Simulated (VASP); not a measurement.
A run of VASP 6.6.1:

The input INCAR:

```
SYSTEM = NaH
  PREC = Accurate
  ENCUT = 400
  EDIFF = 1E-8
  ISMEAR = -1
  SIGMA = 0.03
  LREAL = .FALSE.
  LASPH = .TRUE.
  NELM = 120
  ALGO = Normal
  ISIF = 2
  LWAVE = .FALSE.
  LCHARG = .FALSE.
  GGA = PS
  LEFG = .TRUE.
  NBANDS = 11
  GGA_COMPAT = .FALSE.
```

The input KPOINTS:

```
regular mesh
0
G
  9 9 9
  0 0 0
```

POSCAR

```
NaH
1.0
    0.0000000000      2.4888000000      2.4400000000
    2.4888000000      0.0000000000      2.4400000000
    2.4888000000      2.4888000000      0.0000000000
Na H
1 1
Direct
    0.0000000000      0.0000000000      0.0000000000
    0.5000000000      0.5000000000      0.5000000000
```

Potentials or basis: VASP PAW PBE potentials, release 64 (Na_pv, H).

The run is started by

```sh
$ cat potpaw_PBE.64/Na_pv/POTCAR potpaw_PBE.64/H/POTCAR > POTCAR
$ mpirun -np 1 vasp_std > vasp.out
```

Hardware: 1 thread of Intel Xeon 8259CL, with other jobs on the host.

Estimate the wall time of this run.

Wall time 14 s on 1 thread of Intel Xeon 8259CL (shared host), peak memory 0.14 GiB. Counts: scf iterations 14, k points 75.
